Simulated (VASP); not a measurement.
Write the native input for VASP 6.6.1 that does the following.

| Quantity | Value |
| --- | --- |
| Task | single point |
| Functional | PBE |
| Potentials or basis | VASP PAW PBE potentials, release 64 (Te) |
| Cutoff | 520 eV |
| k mesh | 9 × 9 × 6 |
| Occupations | gaussian, width 0.02 eV |
| Spin | no spin polarisation |
| Dipole correction | no |
| Further INCAR settings | ALGO = Normal; EDIFF = 1e-07; NBANDS = 16 |

The structure of Te lies in POSCAR:

```
Te
1.0
    4.5229280370      0.0000000000      0.0000000000
   -2.2614640185      3.9169705795      0.0000000000
    0.0000000000      0.0000000000      5.9510919624
Te
3
Direct
    0.0000000000      0.2681354863      0.3333333333
    0.2681354863      0.0000000000      0.6666666667
    0.7318645137      0.7318645137      0.0000000000
```

The input as run:

INCAR

```
ALGO = Normal
EDIFF = 1E-7
ENCUT = 520
GGA = PE
ISIF = 2
ISMEAR = 0
LASPH = T
LCHARG = F
LREAL = F
LWAVE = F
NBANDS = 16
NELM = 80
PREC = Accurate
SIGMA = 0.02
```

KPOINTS

```
k-points
0
Gamma
  9 9 6
```

Potentials or basis: VASP PAW PBE potentials, release 64 (Te).

Command:

```bash
$ cat potpaw_PBE.64/Te/POTCAR > POTCAR
$ mpirun -np 1 vasp_std > vasp.out
```

It gave:

The pressure is 0.0 GPa and the largest force is 0.007 eV/Å. The band gap on the k mesh is 0.22 eV.

Caveat: spin-orbit coupling is left out, which moves the levels of the heavy elements.

Run time: 4.3 min on 1 thread of Intel Xeon 8259CL, with other jobs on the host, peak memory 0.25 GiB.
